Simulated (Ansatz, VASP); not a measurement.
**Sr in VASP and in Ansatz**

```xyz
2
Lattice="4.1824 0.0000 0.0000 -2.0912 4.0286 0.0000 0.0000 0.0000 6.5224" Properties=species:S:1:pos:R:3 pbc="T T T"
Sr    0.0000    2.6857    1.6306
Sr    2.0912    1.3429    4.8918
```

Change from the starting cell: strain +e along x and -e along y -0.0550, strain +e along z and -e/2 along x and y -0.0700.

Alike in both runs: task single point; functional PBE; k mesh 12 × 12 × 6; occupations gaussian, width 0.15 eV; no spin polarisation.

```csv
,VASP,Ansatz
version,VASP 6.6.1,Ansatz 0.2.0
potentials or method,"VASP PAW PBE potentials, release 64 (Sr_sv), cutoff 520 eV","scalar-relativistic, plane waves, PAW"
valence electrons in the cell,20,20
```

Ansatz gave:

```
gap on the k mesh at the Fermi level (eV)                     : none
pressure (GPa)                                                : 0.2
traceless stress, the component that is largest in VASP (GPa) : -1.55
rms of the force components (eV/Å)                            : 0.077
```

Problem. What did VASP give for the same quantities?

Solution. gap on the k mesh at the Fermi level (eV): none; pressure (GPa): 0.3; traceless stress, the component that is largest in VASP (GPa): -1.56; rms of the force components (eV/Å): 0.078.

Atom by atom the forces differ by 0.000 eV/Å (rms over components). A gap of «none» marks a metal or a gap that the smearing closes. With one functional, cell and mesh, what is left measures potentials, basis and numerics.
